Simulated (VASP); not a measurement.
Set up this calculation in VASP 6.6.1, as the native input.

| Property | Result |
| --- | --- |
| Task | single point |
| Functional | LDA |
| Potentials or basis | VASP PAW LDA potentials, release 64 (Zr_sv, N) |
| Cutoff | 600 eV |
| k mesh | 18 × 18 × 18 |
| Occupations | gaussian, width 0.15 eV |
| Spin | collinear spin, ferromagnetic start |
| Starting moments | [0.75, 0.0] μB |
| Fixed moment | 0.75 μB |
| Dipole correction | no |
| Further INCAR settings | ALGO = Normal; EDIFF = 1e-06; NBANDS = 20 |

The structure of ZrN lies in POSCAR:

```
ZrN
1.0
    0.0000000000      2.2625984480      2.2625984480
    2.2625984480      0.0000000000      2.2625984480
    2.2625984480      2.2625984480      0.0000000000
Zr N
1 1
Direct
    0.0000000000      0.0000000000      0.0000000000
    0.5000000000      0.5000000000      0.5000000000
```

The input as run:

INCAR

```
SYSTEM = ZrN
ALGO = Normal
EDIFF = 1E-6
ENCUT = 600
GGA = CA
GGA_COMPAT = .False.
ISIF = 2
ISMEAR = 0
ISPIN = 2
LASPH = .True.
LCHARG = .False.
LMAXMIX = 4
LORBIT = 11
LREAL = .False.
LWAVE = .False.
MAGMOM = 0.75 0
NBANDS = 20
NELM = 200
NUPDOWN = 0.75
PREC = Accurate
SIGMA = 0.15
```

KPOINTS

```
k-points
0
Gamma
  18 18 18
  0 0 0
```

Potentials or basis: VASP PAW LDA potentials, release 64 (Zr_sv, N).

Launch:

```console
$ cat potpaw_LDA.64/Zr_sv/POTCAR potpaw_LDA.64/N/POTCAR > POTCAR
$ mpirun -np 1 vasp_std > vasp.out
```

Results of the run:

- Pressure: 4.3 GPa
- Net moment: 0.75 μB per cell
- Site moments: Zr +0.42; N +0.09 μB
- Valence electrons inside the program's atomic spheres: Zr 9.97; N 3.70

Caveat: the total moment is fixed, so each spin has its own Fermi level.

Wall time 3.7 min on 1 thread of Intel Xeon 6975P-C, on a shared host, peak memory 0.28 GiB.
